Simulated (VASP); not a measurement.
# SrTiO3 (Pm-3m) in VASP: a series of runs

SrTiO3 is run at these levels: PBE, r2SCAN; tasks: single point.

All numbers are computed with VASP 6.6.1; they aren't measurements. Logs are shortened: lines on timing, memory, paths and dates and some standing lists are left out, and cuts for length are marked.

### 1 The cell of the first run

It takes space group Pm-3m (No. 221, cubic). The conventional cell has a = 4.014 Å, b = 4.014 Å, c = 4.014 Å, α = 90.00°, β = 90.00°, γ = 90.00°. Sr (site symmetry m-3m) has 12 O at 2.84 Å and 8 Ti at 3.48 Å within 3.7 Å. Within 2.7 Å of Ti (site symmetry m-3m) lie 6 O at 2.01 Å. O (site symmetry 4/mmm) has 2 Ti at 2.01 Å within 2.7 Å.

### 2 Single point, PBE (12.93 Å³/atom)

Contents of INCAR:

```
PREC = Accurate
ENCUT = 520
EDIFF = 1E-7
ISMEAR = 0
SIGMA = 0.01
LREAL = F
LASPH = T
NELM = 60
ALGO = Normal
ISIF = 2
LWAVE = F
LCHARG = F
GGA = PE
NBANDS = 28
```

Contents of KPOINTS:

```
regular mesh
0
Gamma
  6 6 6
```

Contents of POSCAR:

```
SrTiO3
1.0
    4.0136331842      0.0000000000      0.0000000000
    0.0000000000      4.0136331842      0.0000000000
    0.0000000000      0.0000000000      4.0136331842
Sr Ti O
1 1 3
Direct
    0.0000000000      0.0000000000      0.0000000000
    0.5000000000      0.5000000000      0.5000000000
    0.5000000000      0.5000000000      0.0000000000
    0.5000000000      0.0000000000      0.5000000000
    0.0000000000      0.5000000000      0.5000000000
```

Potentials or basis: VASP PAW PBE potentials, release 64 (Sr_sv, Ti_sv, O).

The run is started by

```sh
> cat potpaw_PBE.64/Sr_sv/POTCAR potpaw_PBE.64/Ti_sv/POTCAR potpaw_PBE.64/O/POTCAR > POTCAR
> mpirun -np 1 vasp_std > vasp.out
```

OUTCAR:

```text
PREC = Accurate
   ENCUT = 520
   EDIFF = 1E-7
   ISMEAR = 0
   LREAL = F
   LASPH = T
   NELM = 60
   ISIF = 2
   GGA = PE

 ion  position               nearest neighbor table
   1  0.000  0.000  0.000-   3 2.84   4 2.84   5 2.84   4 2.84   5 2.84   3 2.84   5 2.84   5 2.84
                             3 2.84   4 2.84   4 2.84   3 2.84   2 3.48   2 3.48   2 3.48   2 3.48
   2  0.500  0.500  0.500-   3 2.01   4 2.01   5 2.01   3 2.01   4 2.01   5 2.01   1 3.48   1 3.48
                             1 3.48   1 3.48   1 3.48   1 3.48   1 3.48   1 3.48
   3  0.500  0.500  0.000-   2 2.01   2 2.01   1 2.84   1 2.84   1 2.84   1 2.84
   4  0.500  0.000  0.500-   2 2.01   2 2.01   1 2.84   1 2.84   1 2.84   1 2.84
   5  0.000  0.500  0.500-   2 2.01   2 2.01   1 2.84   1 2.84   1 2.84   1 2.84

  LATTYP: Found a simple cubic cell.
 ALAT       =     4.0136331842

  Lattice vectors:

 A1 = (   4.0136331842,   0.0000000000,   0.0000000000)
 A2 = (   0.0000000000,   4.0136331842,   0.0000000000)
 A3 = (   0.0000000000,   0.0000000000,   4.0136331842)

Analysis of symmetry for initial positions (statically):
=====================================================================
 Subroutine PRICEL returns:
 Original cell was already a primitive cell.

 Routine SETGRP: Setting up the symmetry group for a
 simple cubic supercell.

 Subroutine GETGRP returns: Found 48 space group operations
 (whereof 48 operations were pure point group operations)
 out of a pool of 48 trial point group operations.

The static configuration has the point symmetry O_h .

Analysis of symmetry for dynamics (positions and initial velocities):
=====================================================================
 Subroutine PRICEL returns:
 Original cell was already a primitive cell.

 Routine SETGRP: Setting up the symmetry group for a
 simple cubic supercell.

 Subroutine GETGRP returns: Found 48 space group operations
 (whereof 48 operations were pure point group operations)
 out of a pool of 48 trial point group operations.

The dynamic configuration has the point symmetry O_h .

 Subroutine INISYM returns: Found 48 space group operations
 (whereof 48 operations are pure point group operations),
 and found     1 'primitive' translations

----------------------------------------------------------------------------------------

                                     Primitive cell

  volume of cell :      64.6566

  direct lattice vectors                    reciprocal lattice vectors
     4.013633184  0.000000000  0.000000000     0.249150820  0.000000000  0.000000000
     0.000000000  4.013633184  0.000000000     0.000000000  0.249150820  0.000000000
     0.000000000  0.000000000  4.013633184     0.000000000  0.000000000  0.249150820

  length of vectors
     4.013633184  4.013633184  4.013633184     0.249150820  0.249150820  0.249150820

  position of ions in fractional coordinates (direct lattice)
     0.000000000  0.000000000  0.000000000
     0.500000000  0.500000000  0.500000000
     0.500000000  0.500000000  0.000000000
     0.500000000  0.000000000  0.500000000
     0.000000000  0.500000000  0.500000000

  ion indices of the primitive-cell ions
   primitive index   ion index
                 1           1
                 2           2
                 3           3
                 4           4
                 5           5

----------------------------------------------------------------------------------------

 KPOINTS: regular mesh

Automatic generation of k-mesh.
 Grid dimensions read from file:
 generate k-points for:    6    6    6

 Generating k-lattice:

  Cartesian coordinates                     Fractional coordinates (reciprocal lattice)
     0.041525137  0.000000000  0.000000000     0.166666667  0.000000000  0.000000000
     0.000000000  0.041525137  0.000000000     0.000000000  0.166666667  0.000000000
     0.000000000  0.000000000  0.041525137     0.000000000  0.000000000  0.166666667

  Length of vectors
     0.041525137  0.041525137  0.041525137

  Shift w.r.t. Gamma in fractional coordinates (k-lattice)
     0.000000000  0.000000000  0.000000000

 Subroutine IBZKPT returns following result:
 ===========================================

 Found     20 irreducible k-points:

 Following reciprocal coordinates:
            Coordinates               Weight
  0.000000  0.000000  0.000000      1.000000
  0.166667  0.000000  0.000000      6.000000
  0.333333  0.000000  0.000000      6.000000
  0.500000  0.000000  0.000000      3.000000
  0.166667  0.166667  0.000000     12.000000
  0.333333  0.166667  0.000000     24.000000
[... 12 lines left out ...]
  0.500000  0.500000  0.333333      6.000000
  0.500000  0.500000  0.500000      1.000000
   k-points           NKPTS =     20   k-points in BZ     NKDIM =     20   number of bands    NBANDS=     28
   number of dos      NEDOS =    301   number of ions     NIONS =      5
   total plane-waves  NPLWV =  27000
   dimension x,y,z NGX =    30 NGY =   30 NGZ =   30
   dimension x,y,z NGXF=    60 NGYF=   60 NGZF=   60
   ions per type =               1   1   3
   NGX,Y,Z   is equivalent  to a cutoff of  12.43, 12.43, 12.43 a.u.
   NGXF,Y,Z  is equivalent  to a cutoff of  24.85, 24.85, 24.85 a.u.
 SYSTEM =  unknown system
   PREC   = accura    normal or accurate (medium, high low for compatibility)
   ISTART =      0    job   : 0-new  1-cont  2-samecut
   ICHARG =      2    charge: 1-file 2-atom 10-const
   ISPIN  =      1    spin polarized calculation?
   LNONCOLLINEAR =      F non collinear calculations
   LSORBIT =      F    spin-orbit coupling
   LASPH  =      T    aspherical Exc in radial PAW
   ENCUT  =  520.0 eV  38.22 Ry    6.18 a.u.   7.46  7.46  7.46*2*pi/ulx,y,z
   NELM   =     60;   NELMIN=  2; NELMDL= -5     # of ELM steps
   EDIFF  = 0.1E-06   stopping-criterion for ELM
   LREAL  =      F    real-space projection
   EDIFFG = 0.1E-05   stopping-criterion for IOM
   NSW    =      0    number of steps for IOM
   IBRION =     -1    ionic relax: 0-MD 1-quasi-New 2-CG
   NFREE  =      0    steps in history (QN), initial steepest desc. (CG)
   ISIF   =      2    stress and relaxation
   ISYM   =      2    0-nonsym 1-usesym 2-fastsym
   POTIM  = 0.5000    time-step for ionic-motion
   TEBEG  =    0.0;   TEEND  =   0.0 temperature during run
   PSTRESS=    0.0 pullay stress
   NELECT =      40.0000    total number of electrons
   NUPDOWN=      -1.0000    fix difference up-down
   EMIN   =  10.00;   EMAX   =-10.00  energy-range for DOS
   EFERMI =   0.00;   METHOD = LEGACY
   ISMEAR =     0;   SIGMA  =   0.01  broadening in eV -4-tet -1-fermi 0-gaus
   EFERMI_NEDOS =   21; number of points for ismear=-14 and -15
   IALGO  =     38    algorithm
   IMIX   =      4    mixing-type and parameters
     AMIX     =   0.40;   BMIX     =  1.00
     AMIX_MAG =   1.60;   BMIX_MAG =  1.00
  volume/ion in A,a.u.               =      12.93        87.26
  Fermi-wavevector in a.u.,A,eV,Ry     =   1.394945  2.636064 26.475198  1.945872
  Thomas-Fermi vector in A             =   2.518445
   LORBIT       =      0    0 simple, 1 ext, 2 COOP (PROOUT), +10 PAW based schemes
   GGA     = PE    functional components
   LHFCALC =     F    Hartree Fock is set to
   AEXX    =    0.0000 exact exchange contribution
   IVDW    =     0    specifies the selected vdW correction
   LEPSILON=     F    determine dielectric tensor
   LRPA    =     F    only Hartree local field effects (RPA)
 non-spin polarized calculation
 Gauss-broadening in eV      SIGMA  =   0.01
  energy-cutoff  :      520.00
  volume of cell :       64.66
 maximum number of plane-waves:      1755
 NGX is ok and might be reduce to    30
   NGX = 15   NGY = 15   NGZ = 15

 number of electron      39.9999976 magnetization

 Free energy of the ion-electron system (eV)
  ---------------------------------------------------
  ext. energy  EPLUGINS =         0.00000000
  ---------------------------------------------------
  free energy    TOTEN  =       -40.01462021 eV

  energy without entropy =      -40.01462021  energy(sigma->0) =      -40.01462021

 E-fermi :   3.5923     XC(G=0): -10.8424

 val. band max:        3.5158288121   @ k =   0.5000   0.5000   0.5000
 cond. band min:       5.2136573739   @ k =   0.0000   0.0000   0.0000
 fundamental gap:      1.6978285618
 Fermi energy:         3.5923114454

 k-point     1 :       0.0000    0.0000    0.0000
  band No.  band energies     occupation
      1     -53.2815      2.00000
      2     -29.5393      2.00000
      3     -29.4799      2.00000
      4     -29.4799      2.00000
      5     -29.4799      2.00000
      6     -13.6159      2.00000
[... 20 lines left out ...]
     27       8.8301      0.00000
     28       9.0306      0.00000

 k-point     2 :       0.1667    0.0000    0.0000
  band No.  band energies     occupation
      1     -53.2813      2.00000
      2     -29.5589      2.00000
      3     -29.4795      2.00000
      4     -29.4795      2.00000
      5     -29.4684      2.00000
      6     -13.6320      2.00000
[... 20 lines left out ...]
     27       9.2489      0.00000
     28       9.6670      0.00000

 k-point     3 :       0.3333    0.0000    0.0000
  band No.  band energies     occupation
      1     -53.2808      2.00000
      2     -29.5903      2.00000
      3     -29.4785      2.00000
      4     -29.4785      2.00000
      5     -29.4529      2.00000
      6     -13.7322      2.00000
[... 20 lines left out ...]
     27      10.0877      0.00000
     28      11.3172      0.00000

 k-point     4 :       0.5000    0.0000    0.0000
  band No.  band energies     occupation
      1     -53.2806      2.00000
      2     -29.6045      2.00000
      3     -29.4781      2.00000
      4     -29.4781      2.00000
      5     -29.4467      2.00000
      6     -13.7991      2.00000
[... 454 lines left out ...]
     27      10.9030      0.00000
     28      10.9233      0.00000

 k-point    19 :       0.5000    0.5000    0.3333
  band No.  band energies     occupation
      1     -53.2789      2.00000
      2     -29.5242      2.00000
      3     -29.5242      2.00000
      4     -29.5119      2.00000
      5     -29.5023      2.00000
      6     -12.6329      2.00000
[... 20 lines left out ...]
     27      10.6628      0.00000
     28      10.9856      0.00000

 k-point    20 :       0.5000    0.5000    0.5000
  band No.  band energies     occupation
      1     -53.2787      2.00000
      2     -29.5237      2.00000
      3     -29.5237      2.00000
      4     -29.5237      2.00000
      5     -29.4992      2.00000
      6     -12.4777      2.00000
[... 20 lines left out ...]
     27      10.9858      0.00000
     28      10.9858      0.00000

------------------------ aborting loop because EDIFF is reached ----------------------------------------

  FORCE on cell =-STRESS in cart. coord.  units (eV):
  Direction    XX          YY          ZZ          XY          YZ          ZX
  --------------------------------------------------------------------------------------
  -------------------------------------------------------------------------------------
  Total       -3.3122599     -3.3122599     -3.3122599     -0.0000000     -0.0000000      0.0000000
  in kB      -82.0770908    -82.0770908    -82.0770908     -0.0000000     -0.0000000      0.0000000
  external PRESSURE =     -82.0770908 kB  Pullay stress =       0.0000000 kB

 VOLUME and BASIS-vectors are now :
 -----------------------------------------------------------------------------
  energy-cutoff  :      520.00
  volume of cell :       64.66
      direct lattice vectors                 reciprocal lattice vectors
     4.013633184  0.000000000  0.000000000     0.249150820  0.000000000  0.000000000
     0.000000000  4.013633184  0.000000000     0.000000000  0.249150820  0.000000000
     0.000000000  0.000000000  4.013633184     0.000000000  0.000000000  0.249150820

 POSITION                                       TOTAL-FORCE (eV/Angst)
 -----------------------------------------------------------------------------------
      0.00000      0.00000      0.00000         0.000000      0.000000      0.000000
      2.00682      2.00682      2.00682         0.000000      0.000000      0.000000
      2.00682      2.00682      0.00000         0.000000      0.000000      0.000000
      2.00682      0.00000      2.00682         0.000000      0.000000      0.000000
      0.00000      2.00682      2.00682         0.000000      0.000000      0.000000
 -----------------------------------------------------------------------------------
    total drift:                                0.000000      0.000000     -0.000000

  FREE ENERGIE OF THE ION-ELECTRON SYSTEM (eV)
  ---------------------------------------------------
  free  energy   TOTEN  =       -40.0146202082 eV

  energy  without entropy=      -40.0146202082  energy(sigma->0) =      -40.01462021
```

It took 65 s on 1 thread of Intel Xeon 8259CL, shared host; peak memory 0.19 GiB.

Results:

```yaml
Free_energy: -40.0146 eV
Pressure: -8.2 GPa
Band_gap_on_the_k_mesh: 1.70 eV (least direct gap 2.09 eV)
```

Caveat: the cell stands under tension. A k mesh can miss the band edges.

### 3 Single point, r2SCAN (11.21 Å³/atom)

This run uses another cell than the first one, of 11.21 Å³/atom.

POSCAR: that of step 2 with these lines changed.

```diff
@@ -2,5 +2,5 @@
 1.0
-    4.0136331842      0.0000000000      0.0000000000
-    0.0000000000      4.0136331842      0.0000000000
-    0.0000000000      0.0000000000      4.0136331842
+    3.8270974645      0.0000000000      0.0000000000
+    0.0000000000      3.8270974645      0.0000000000
+    0.0000000000      0.0000000000      3.8270974645
 Sr Ti O
```

Contents of INCAR.step1:

```
ALGO = Normal
EDIFF = 1E-4
ENCUT = 520
GGA = PE
ISMEAR = 0
LASPH = T
LCHARG = F
LREAL = F
LWAVE = T
NBANDS = 28
NELM = 100
PREC = Accurate
SIGMA = 0.01
```

Contents of INCAR.step2:

```
ALGO = Normal
EDIFF = 1E-7
ENCUT = 520
ISIF = 2
ISMEAR = 0
ISTART = 1
LASPH = T
LCHARG = T
LELF = T
LMIXTAU = T
LREAL = F
LVHAR = T
LWAVE = F
METAGGA = R2SCAN
NBANDS = 28
NELM = 100
PREC = Accurate
SIGMA = 0.01
```

Contents of KPOINTS:

```
k-points
0
Gamma
  6 6 6
```

Potentials or basis: VASP PAW PBE potentials, release 64 (Sr_sv, Ti_sv, O).

The run is started by

```sh
> cat potpaw_PBE.64/Sr_sv/POTCAR potpaw_PBE.64/Ti_sv/POTCAR potpaw_PBE.64/O/POTCAR > POTCAR
> cp INCAR.step1 INCAR
> mpirun -np 1 vasp_std > vasp.out
> cp INCAR.step2 INCAR
> mpirun -np 1 vasp_std > vasp.out
```

It took 2.9 min on 1 thread of Intel Xeon 8259CL, shared host; peak memory 0.19 GiB.

It converged, with:

```
Free energy            : -63.1591 eV
Pressure               : 14.5 GPa
Band gap on the k mesh : 2.41 eV (least direct gap 2.75 eV)
```

Levels at points of the mesh, in eV from the valence-band top:
| k point | band 17 | band 18 | band 19 | band 20 | band 21 | band 22 | band 23 | band 24 |
| --- | --- | --- | --- | --- | --- | --- | --- | --- |
| (0.00, 0.00, 0.00) | -1.32 | -0.34 | -0.34 | -0.34 | 2.41 | 2.41 | 2.41 | 5.06 |
| (0.50, 0.00, 0.00) | -2.52 | -2.20 | -0.76 | -0.76 | 2.60 | 4.53 | 4.53 | 5.09 |
| (0.50, 0.50, 0.00) | -1.74 | -1.67 | -1.67 | -0.10 | 4.54 | 4.54 | 5.05 | 6.23 |
| (0.50, 0.50, 0.50) | -3.97 | 0.00 | 0.00 | 0.00 | 5.31 | 5.31 | 5.31 | 7.88 |

Caveat: the cell stands under pressure; the PAW data sets were made with another functional, which shifts forces and pressure a little.

(Part 1 of 2 ends here.)
